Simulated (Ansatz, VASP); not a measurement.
**Two plane-wave programs on SiC**

```xyz
2
Lattice="0.0000 2.0400 2.0400 2.0400 0.0000 2.0400 2.0400 2.0400 0.0000" Properties=species:S:1:pos:R:3 pbc="T T T"
Si    0.0000    0.0000    0.0000
C     2.0400    2.0400    2.0400
```

Alike in both runs: task single point; functional PBE; k mesh 16 × 16 × 16; occupations gaussian, width 0.05 eV; no spin polarisation.

|  | VASP | Ansatz |
| --- | --- | --- |
| version | VASP 6.6.1 | Ansatz 0.2.0 |
| potentials or method | VASP PAW PBE potentials, release 64 (Si, C), cutoff 520 eV | scalar-relativistic, plane waves, PAW |
| valence electrons in the cell | 8 | 8 |

Ansatz gave:

- gap on the k mesh at the Fermi level (eV): none
- pressure (GPa): -3.9

Estimate VASP's values.

gap on the k mesh at the Fermi level (eV): none; pressure (GPa): -3.7.

A gap of «none» marks a metal or a gap that the smearing closes. With one functional, cell and mesh, what is left measures potentials, basis and numerics.
